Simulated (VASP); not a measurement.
## NaCl: single point with PBEsol

Crystal: NaCl.

```xyz
2
Lattice="0.0000 2.7674 2.7674 2.7674 0.0000 2.7674 2.7674 2.7674 0.0000" Properties=species:S:1:pos:R:3 pbc="T T T"
Na    0.0000    0.0000    0.0000
Cl    2.7674    2.7674    2.7674
```

```
Program                : VASP 6.6.1
Task                   : single point
Functional             : PBEsol
Potentials or basis    : VASP PAW PBE potentials, release 64 (Na_pv, Cl)
Cutoff                 : 520 eV
k mesh                 : 8 × 8 × 8
Occupations            : gaussian, width 0.01 eV
Spin                   : no spin polarisation
Dipole correction      : no
Further INCAR settings : ALGO = Normal; EDIFF = 1e-07; NBANDS = 14
```

The pressure is 1.1 GPa and the band gap on the k mesh is 5.15 eV, direct.

Levels at points of the mesh, in eV from the valence-band top:
```
           k point  band 5  band 6  band 7  band 8  band 9  band 10
(0.00, 0.00, 0.00)    0.00    0.00    0.00    5.15   11.05    11.05
(0.50, 0.00, 0.00)   -2.15   -0.30   -0.30    7.17   10.96    10.99
(0.50, 0.50, 0.00)   -1.86   -0.67   -0.67    7.59    7.83    11.53
```

Wall time 22 s on 1 thread of Intel(R) Xeon(R) Platinum 8488C (Sapphire Rapids), with other jobs on the host, peak memory 0.16 GiB.

Caveat: the PAW data sets were made with another functional, which shifts forces and pressure a little. As with any semilocal functional, this PBEsol gap is likely too small.
